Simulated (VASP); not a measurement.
# SrVO3 in VASP: a series of runs, part 2 of 2

VASP 6.6.1. Earlier steps stand in the parts before.

### Step 4. Relaxation of cell and atoms, PBEsol, collinear spin, ferromagnetic start, target pressure 30 GPa, at which the enthalpy is minimised

This run uses another cell than the first one, of 11.33 Å³/atom.

INCAR reads:

```
SYSTEM = SrVO3
PREC     = Accurate       ! precision mode
ENCUT    = 600            ! plane-wave cutoff, eV
EDIFF    = 1E-6           ! SCF threshold, eV
ISMEAR   = -1             ! smearing method
SIGMA    = 0.05           ! smearing width, eV
LREAL    = .FALSE.        ! projectors in reciprocal space
LASPH    = .TRUE.         ! aspherical terms in the spheres
NELM     = 150            ! most SCF steps
ALGO     = Normal         ! electronic algorithm
ISIF     = 3              ! what is computed and relaxed
LWAVE    = .FALSE.        ! write WAVECAR
LCHARG   = .FALSE.        ! write CHGCAR
ISPIN    = 2              ! spin polarisation
MAGMOM   = 0 2 0 0 0      ! initial moments
LORBIT   = 11             ! projections on sites
LMAXMIX  = 4              ! l up to which the mixer works
GGA      = PS             ! functional
IBRION   = 2              ! ionic algorithm
NSW      = 60             ! ionic steps
EDIFFG   = -0.01          ! ionic threshold
PSTRESS  = 300.0
```

KPOINTS reads:

```
Automatic mesh
0
G
  7 7 7
  0 0 0
```

POSCAR reads:

```
SrVO3
1.0
    3.8409000000      0.0000000000      0.0000000000
    0.0000000000      3.8409000000      0.0000000000
    0.0000000000      0.0000000000      3.8409000000
Sr V O
1 1 3
Direct
    0.5000000000      0.5000000000      0.5000000000
    0.0000000000      0.0000000000      0.0000000000
    0.0000000000      0.0000000000      0.5000000000
    0.0000000000      0.5000000000      0.0000000000
    0.5000000000      0.0000000000      0.0000000000
```

Launch:

```
cat potpaw_PBE.64/Sr_sv/POTCAR potpaw_PBE.64/V_sv/POTCAR potpaw_PBE.64/O/POTCAR > POTCAR
mpirun -np 1 vasp_std > vasp.out
```

Wall time 4.7 min (1 thread of Intel Xeon Platinum 8259CL at 2.50GHz (Skylake/Cascade Lake), shared host); peak memory 0.25 GiB.

Results (log left out):

```
Free energy                                                : -40.9138 eV
Relaxed volume                                             : 9.88 Å³/atom
Relaxed cell                                               : a = 3.669 Å, b = 3.669 Å, c = 3.669 Å, α = 90.00°, β = 90.00°, γ = 90.00°
Space group after relaxing (to 0.1 Å)                      : Pm-3m (No. 221)
Energy change on relaxing (the run minimises the enthalpy) : +98.8 meV/atom
Ionic steps                                                : 7
Pressure after relaxing                                    : 30.0 GPa
Net moment                                                 : 0.00 μB per cell
Valence electrons inside the program's atomic spheres      : Sr 8.11; V 12.03; O 5.10
```

Step by step:
```csv
step,energy change (eV),largest force (eV/Å),pressure (GPa),volume (Å³)
1,0.0000,0.0000,-4.07,56.66
2,5.6246,0.0000,151.66,39.11
3,0.4099,0.0000,26.84,49.86
4,0.4750,0.0000,29.30,49.49
5,0.5005,0.0000,30.21,49.35
6,0.4856,0.0000,29.60,49.43
7,0.4942,0.0000,29.96,49.39
```

Final structure:
```
Sr V O
1.0
     3.66894    0.00000    0.00000
     0.00000    3.66894    0.00000
     0.00000    0.00000    3.66894
Sr V O
1 1 3
Direct
  0.50000 0.50000 0.50000
  0.00000 0.00000 0.00000
  0.00000 0.00000 0.50000
  0.00000 0.50000 0.00000
  0.50000 0.00000 0.00000
```

Levels at points of the mesh, in eV from the Fermi level:
Spin up:
```
           k point  band 17  band 18  band 19  band 20  band 21  band 22  band 23  band 24
(0.00, 0.00, 0.00)    -3.77    -2.57    -2.57    -2.57    -1.10    -1.10    -1.10     1.88
```
Spin down:
```csv
k point,band 18,band 19,band 20,band 21,band 22,band 23
"(0.00, 0.00, 0.00)",-2.57,-2.57,-2.57,-1.10,-1.10,-1.10
```

Caveat: the cell is relaxed towards a set pressure, so the run minimises the enthalpy, not the energy; the moments typed at the start vanished in this run; the PAW data sets were made with another functional, which shifts forces and pressure a little; semilocal functionals often make such compounds metallic where correlation or magnetic order opens a gap, which also shifts bond lengths. With open d or f shells a metallic result of PBEsol can be an artefact of self-interaction; +U or a hybrid may open a gap.

### Step 5. Single point, PBE, collinear spin, ferromagnetic start

This run uses another cell than the first one, of 11.45 Å³/atom.

INCAR reads:

```
SYSTEM = SrVO3
PREC = Accurate ; ENCUT = 520
EDIFF = 1E-6 ; ISMEAR = -1
SIGMA = 0.05 ; LREAL = .FALSE.
LASPH = .TRUE. ; NELM = 150
ALGO = Normal ; ISIF = 2
LWAVE = .FALSE. ; LCHARG = .TRUE.
ISPIN = 2 ; MAGMOM = 0 2 0 0 0
LORBIT = 11 ; LMAXMIX = 4
GGA = PE ; LELF = .TRUE.
LVHAR = .TRUE. ; NBANDS = 32
```

KPOINTS reads:

```
regular mesh
0
G
  6 6 6
  0 0 0
```

POSCAR, as its differences from that of step 4:

```diff
@@ -4,3 +4,3 @@
     0.0000000000      3.8409000000      0.0000000000
-    0.0000000000      0.0000000000      3.8409000000
+    0.0000000000      0.0000000000      3.8793090000
 Sr V O
```

Potentials or basis: VASP PAW PBE potentials, release 64 (Sr_sv, V_sv, O).

Launch:

```
cat potpaw_PBE.64/Sr_sv/POTCAR potpaw_PBE.64/V_sv/POTCAR potpaw_PBE.64/O/POTCAR > POTCAR
mpirun -np 1 vasp_std > vasp.out
```

OUTCAR:

```text
SYSTEM = SrVO3
   PREC = Accurate
   ENCUT = 520
   EDIFF = 1E-6
   ISMEAR = -1
   LREAL = .FALSE.
   LASPH = .TRUE.
   NELM = 150
   ISIF = 2
   ISPIN = 2
   LORBIT = 11
   GGA = PE

 ion  position               nearest neighbor table
   1  0.500  0.500  0.500-   3 2.72   3 2.72   3 2.72   3 2.72   5 2.73   4 2.73   5 2.73   5 2.73
                             5 2.73   4 2.73   4 2.73   4 2.73   2 3.34   2 3.34   2 3.34   2 3.34
   2  0.000  0.000  0.000-   4 1.92   5 1.92   4 1.92   5 1.92   3 1.94   3 1.94   1 3.34   1 3.34
                             1 3.34   1 3.34   1 3.34   1 3.34   1 3.34   1 3.34
   3  0.000  0.000  0.500-   2 1.94   2 1.94   1 2.72   1 2.72   1 2.72   1 2.72
   4  0.000  0.500  0.000-   2 1.92   2 1.92   1 2.73   1 2.73   1 2.73   1 2.73
   5  0.500  0.000  0.000-   2 1.92   2 1.92   1 2.73   1 2.73   1 2.73   1 2.73

  LATTYP: Found a simple tetragonal cell.
 ALAT       =     3.8409000000
 C/A-ratio  =     1.0100000000

  Lattice vectors:

 A1 = (   3.8409000000,   0.0000000000,   0.0000000000)
 A2 = (   0.0000000000,   3.8409000000,   0.0000000000)
 A3 = (   0.0000000000,   0.0000000000,   3.8793090000)

Analysis of symmetry for initial positions (statically):
=====================================================================
 Subroutine PRICEL returns:
 Original cell was already a primitive cell.

 Routine SETGRP: Setting up the symmetry group for a
 simple tetragonal supercell.

 Subroutine GETGRP returns: Found 16 space group operations
 (whereof 16 operations were pure point group operations)
 out of a pool of 16 trial point group operations.

The static configuration has the point symmetry D_4h.

Analysis of symmetry for dynamics (positions and initial velocities):
=====================================================================
 Subroutine PRICEL returns:
 Original cell was already a primitive cell.

 Routine SETGRP: Setting up the symmetry group for a
 simple tetragonal supercell.

 Subroutine GETGRP returns: Found 16 space group operations
 (whereof 16 operations were pure point group operations)
 out of a pool of 16 trial point group operations.

The dynamic configuration has the point symmetry D_4h.

Analysis of structural, dynamic, and magnetic symmetry:
=====================================================================
 Subroutine PRICEL returns:
 Original cell was already a primitive cell.

 Routine SETGRP: Setting up the symmetry group for a
 simple tetragonal supercell.

 Subroutine GETGRP returns: Found 16 space group operations
 (whereof 16 operations were pure point group operations)
 out of a pool of 16 trial point group operations.

The overall configuration has the point symmetry D_4h.

 Subroutine INISYM returns: Found 16 space group operations
 (whereof 16 operations are pure point group operations),
 and found     1 'primitive' translations

----------------------------------------------------------------------------------------

                                     Primitive cell

  volume of cell :      57.2296

  direct lattice vectors                    reciprocal lattice vectors
     3.840900000  0.000000000  0.000000000     0.260355646  0.000000000  0.000000000
     0.000000000  3.840900000  0.000000000     0.000000000  0.260355646  0.000000000
     0.000000000  0.000000000  3.879309000     0.000000000  0.000000000  0.257777867

  length of vectors
[... 86 lines left out ...]
   ENCUT  =  520.0 eV  38.22 Ry    6.18 a.u.   7.14  7.14  7.21*2*pi/ulx,y,z
   NELM   =    150;   NELMIN=  2; NELMDL= -5     # of ELM steps
   EDIFF  = 0.1E-05   stopping-criterion for ELM
   LREAL  =      F    real-space projection
   EDIFFG = 0.1E-04   stopping-criterion for IOM
   NSW    =      0    number of steps for IOM
   IBRION =     -1    ionic relax: 0-MD 1-quasi-New 2-CG
   NFREE  =      0    steps in history (QN), initial steepest desc. (CG)
   ISIF   =      2    stress and relaxation
   ISYM   =      2    0-nonsym 1-usesym 2-fastsym
   POTIM  = 0.5000    time-step for ionic-motion
   TEBEG  =    0.0;   TEEND  =   0.0 temperature during run
   PSTRESS=    0.0 pullay stress
   NELECT =      41.0000    total number of electrons
   NUPDOWN=      -1.0000    fix difference up-down
   EMIN   =  10.00;   EMAX   =-10.00  energy-range for DOS
   EFERMI =   0.00;   METHOD = LEGACY
   ISMEAR =    -1;   SIGMA  =   0.05  broadening in eV -4-tet -1-fermi 0-gaus
   EFERMI_NEDOS =   21; number of points for ismear=-14 and -15
   IALGO  =     38    algorithm
   IMIX   =      4    mixing-type and parameters
     AMIX     =   0.40;   BMIX     =  1.00
     AMIX_MAG =   1.60;   BMIX_MAG =  1.00
  volume/ion in A,a.u.               =      11.45        77.24
  Fermi-wavevector in a.u.,A,eV,Ry     =   1.464860  2.768183 29.195566  2.145814
  Thomas-Fermi vector in A             =   2.580785
   LORBIT       =     11    0 simple, 1 ext, 2 COOP (PROOUT), +10 PAW based schemes
   GGA     = PE    functional components
   LHFCALC =     F    Hartree Fock is set to
   AEXX    =    0.0000 exact exchange contribution
   IVDW    =     0    specifies the selected vdW correction
   LEPSILON=     F    determine dielectric tensor
   LRPA    =     F    only Hartree local field effects (RPA)
 spin polarized calculation
  energy-cutoff  :      520.00
  volume of cell :       57.23
 maximum number of plane-waves:      1568
 NGX is ok and might be reduce to    30
   NGX = 15   NGY = 15   NGZ = 15

 number of electron      41.0000016 magnetization       0.4790231

 Free energy of the ion-electron system (eV)
  ---------------------------------------------------
  ext. energy  EPLUGINS =         0.00000000
  ---------------------------------------------------
  free energy    TOTEN  =       -39.27490364 eV

  energy without entropy =      -39.26181814  energy(sigma->0) =      -39.26836089

 E-fermi :   6.1483     XC(G=0): -11.5194

 val. band max:        6.1319461272   @ k =   0.3333   0.0000   0.1667
 cond. band min:       6.1536104316   @ k =   0.5000   0.0000   0.1667
 fundamental gap:      0.0216643044
 Fermi energy:         6.1483270430

 spin component 1

 k-point     1 :       0.0000    0.0000    0.0000
  band No.  band energies     occupation
      1     -59.9127      1.00000
      2     -33.7459      1.00000
      3     -33.7459      1.00000
      4     -33.7249      1.00000
      5     -28.3703      1.00000
      6     -13.5135      1.00000
[... 829 lines left out ...]
     31      16.2078      0.00000
     32      16.4190      0.00000

 [... further k-points ...]

 spin component 2

 k-point     1 :       0.0000    0.0000    0.0000
  band No.  band energies     occupation
      1     -59.4268      1.00000
      2     -33.2649      1.00000
      3     -33.2649      1.00000
      4     -33.2547      1.00000
      5     -28.3699      1.00000
      6     -13.5062      1.00000
[... 829 lines left out ...]
     31      16.2201      0.00000
     32      16.4422      0.00000

 [... further k-points ...]
[... 5 lines left out ...]
  --------------------------------------------------------------------------------------
  -------------------------------------------------------------------------------------
  Total        0.8996442      0.8996442      0.1546162      0.0000000      0.0000000      0.0000000
  in kB       25.1861041     25.1861041      4.3285775      0.0000000      0.0000000      0.0000000
  external PRESSURE =      18.2335952 kB  Pullay stress =       0.0000000 kB

 VOLUME and BASIS-vectors are now :
 -----------------------------------------------------------------------------
  energy-cutoff  :      520.00
  volume of cell :       57.23
      direct lattice vectors                 reciprocal lattice vectors
     3.840900000  0.000000000  0.000000000     0.260355646  0.000000000  0.000000000
     0.000000000  3.840900000  0.000000000     0.000000000  0.260355646  0.000000000
     0.000000000  0.000000000  3.879309000     0.000000000  0.000000000  0.257777867

 POSITION                                       TOTAL-FORCE (eV/Angst)
 -----------------------------------------------------------------------------------
      1.92045      1.92045      1.93965         0.000000      0.000000      0.000000
      0.00000      0.00000      0.00000         0.000000      0.000000      0.000000
      0.00000      0.00000      1.93965         0.000000      0.000000      0.000000
      0.00000      1.92045      0.00000         0.000000      0.000000      0.000000
      1.92045      0.00000      0.00000         0.000000      0.000000      0.000000
 -----------------------------------------------------------------------------------
    total drift:                                0.000000     -0.000000      0.000000

  FREE ENERGIE OF THE ION-ELECTRON SYSTEM (eV)
  ---------------------------------------------------
  free  energy   TOTEN  =       -39.2749036410 eV

  energy  without entropy=      -39.2618181449  energy(sigma->0) =      -39.26836089

 total charge

# of ion       s       p       d       tot
------------------------------------------
    1        1.999   5.801   0.215   8.015
    2        2.282   6.342   2.940  11.564
    3        1.563   3.475   0.000   5.038
    4        1.565   3.480   0.000   5.045
    5        1.565   3.480   0.000   5.045
--------------------------------------------------
tot          8.973  22.579   3.154  34.706

 magnetization (x)

# of ion       s       p       d       tot
------------------------------------------
    1       -0.000  -0.000   0.001   0.001
    2        0.003   0.004   0.452   0.460
    3       -0.000  -0.007   0.000  -0.008
    4       -0.000  -0.005   0.000  -0.006
    5       -0.000  -0.005   0.000  -0.006
--------------------------------------------------
tot          0.002  -0.015   0.454   0.441
```

Wall time 3 min (1 thread of Intel Xeon Platinum 8488C (Sapphire Rapids), shared host); peak memory 0.26 GiB.

What came out:

* Free energy: -39.2749 eV
* Pressure: 1.8 GPa
* Net moment: 0.48 μB per cell
* Site moments: Sr +0.00; V +0.46; O -0.01 μB
* Valence electrons inside the program's atomic spheres: Sr 8.02; V 11.56; O 5.04

Stress tensor (GPa, compression positive):
```
2.52 0.00 0.00
0.00 2.52 0.00
0.00 0.00 0.43
```

Caveat: a moment this small can come from the mesh or the smearing; semilocal functionals often make such compounds metallic where correlation or magnetic order opens a gap, which also shifts bond lengths. With open d or f shells a metallic result of PBE can be an artefact of self-interaction; +U or a hybrid may open a gap.

### Step 6. Single point, PBE, collinear spin, ferromagnetic start

This run uses another cell than the first one, of 11.56 Å³/atom.

INCAR reads:

```
SYSTEM = SrVO3
PREC     = Accurate       ! precision mode
ENCUT    = 520            ! plane-wave cutoff, eV
EDIFF    = 1E-7           ! SCF threshold, eV
ISMEAR   = -1             ! smearing method
SIGMA    = 0.05           ! smearing width, eV
LREAL    = .False.        ! projectors in reciprocal space
LASPH    = .True.         ! aspherical terms in the spheres
NELM     = 150            ! most SCF steps
ALGO     = Normal         ! electronic algorithm
ISIF     = 2              ! what is computed and relaxed
LWAVE    = .False.        ! write WAVECAR
LCHARG   = .False.        ! write CHGCAR
ISPIN    = 2              ! spin polarisation
MAGMOM   = 0 2 0 0 0      ! initial moments
LORBIT   = 11             ! projections on sites
LMAXMIX  = 4              ! l up to which the mixer works
GGA      = PE             ! functional
NBANDS   = 32             ! bands
```

KPOINTS reads:

```
Automatic mesh
0
Gamma
  6 6 6
  0 0 0
```

POSCAR, as its differences from that of step 5:

```diff
@@ -4,3 +4,3 @@
     0.0000000000      3.8409000000      0.0000000000
-    0.0000000000      0.0000000000      3.8793090000
+    0.0000000000      0.0000000000      3.9177180000
 Sr V O
```

Potentials or basis: VASP PAW PBE potentials, release 64 (Sr_sv, V_sv, O).

Launch:

```
cat potpaw_PBE.64/Sr_sv/POTCAR potpaw_PBE.64/V_sv/POTCAR potpaw_PBE.64/O/POTCAR > POTCAR
mpirun -np 1 vasp_std > vasp.out
```

Run time: 2.8 min. Hardware: 1 thread of Intel Xeon Platinum 8488C (Sapphire Rapids), shared host; peak memory 0.26 GiB.

The run converged. Its results:

* Free energy: -39.2719 eV
* Pressure: 0.1 GPa
* Net moment: 0.48 μB per cell
* Site moments: Sr +0.00; V +0.47; O -0.01 μB
* Valence electrons inside the program's atomic spheres: Sr 8.01; V 11.54; O 5.03, 5.04 (each value once)

Stress tensor (GPa, compression positive):
```
 1.41  0.00  0.00
 0.00  1.41  0.00
 0.00  0.00 -2.51
```

Levels at points of the mesh, in eV from the Fermi level:
Spin up:
```tsv
k point	band 18	band 19	band 20	band 21	band 22	band 23
(0.00, 0.00, 0.00)	-2.33	-2.32	-2.32	-1.16	-1.15	-1.15
(0.50, 0.00, 0.00)	-3.96	-2.78	-2.75	-1.03	0.80	0.82
(0.50, 0.50, 0.00)	-3.42	-3.42	-1.99	0.79	0.79	1.11
(0.00, 0.00, 0.50)	-3.95	-2.75	-2.75	-1.06	0.65	0.65
(0.50, 0.00, 0.50)	-3.57	-3.56	-2.05	0.62	0.77	1.04
(0.50, 0.50, 0.50)	-1.94	-1.94	-1.91	1.27	1.27	1.33
```
Spin down:
```
           k point  band 17  band 18  band 19  band 20  band 21  band 22  band 23  band 24
(0.00, 0.00, 0.00)    -3.10    -2.34    -2.33    -2.33    -0.63    -0.63    -0.59     1.32
(0.50, 0.00, 0.00)    -4.42    -3.96    -2.79    -2.76    -0.49     1.27     1.28     1.37
(0.50, 0.50, 0.00)    -3.99    -3.43    -3.43    -1.99     1.25     1.25     1.65     2.26
(0.00, 0.00, 0.50)    -4.22    -3.95    -2.75    -2.75    -0.48     1.10     1.10     1.46
(0.50, 0.00, 0.50)    -4.02    -3.56    -3.56    -2.06     1.08     1.26     1.54     2.43
(0.50, 0.50, 0.50)    -5.66    -1.95    -1.95    -1.91     1.75     1.75     1.85     5.20
```

Caveat: a moment this small can come from the mesh or the smearing; semilocal functionals often make such compounds metallic where correlation or magnetic order opens a gap, which also shifts bond lengths. With open d or f shells a metallic result of PBE can be an artefact of self-interaction; +U or a hybrid may open a gap.

### Step 7. The runs side by side

```csv
task,level,potentials or basis,cell,k mesh,cutoff (eV),gap on the mesh (eV),pressure (GPa),moment (μB)
single point,LDA,"VASP PAW LDA potentials, release 64 (Sr_sv, V_sv, O)","a = 3.772 Å, 5 atoms",7 × 7 × 7,520,none,1.4,0.00
single point,RPBE,"VASP PAW PBE potentials, release 64 (Sr_sv, V_sv, O)","a = 3.841 Å, 5 atoms",7 × 7 × 7,520,none,8.2,0.01
relaxation of cell and atoms,PBEsol,"VASP PAW PBE potentials, release 64 (Sr_sv, V_sv, O)","relaxed to 30 GPa from a = 3.841 Å, 5 atoms",7 × 7 × 7,600,none,30.0,0.00
single point,PBE,"VASP PAW PBE potentials, release 64 (Sr_sv, V_sv, O)","a = 3.841, b = 3.841, c = 3.879 Å, 5 atoms",6 × 6 × 6,520,none,1.8,0.48
single point,PBE,"VASP PAW PBE potentials, release 64 (Sr_sv, V_sv, O)","a = 3.841, b = 3.841, c = 3.918 Å, 5 atoms",6 × 6 × 6,520,none,0.1,0.48
```

Alike in all rows: spin collinear, ferromagnetic start; smearing fermi-dirac 0.05 eV.

Caveats: semilocal functionals often make such compounds metallic where correlation or magnetic order opens a gap, which also shifts bond lengths; the moments typed at the start vanished in this run (at least some runs); the PAW data sets were made with another functional, which shifts forces and pressure a little (at least some runs); a moment this small can come from the mesh or the smearing (at least some runs); the cell stands under pressure (at least some runs); the cell is relaxed towards a set pressure, so the run minimises the enthalpy, not the energy (at least some runs).

Absolute energies hang on the potentials; compare differences alone.

The gap in the log of VASP goes by the Fermi energy; the results here count the filled bands.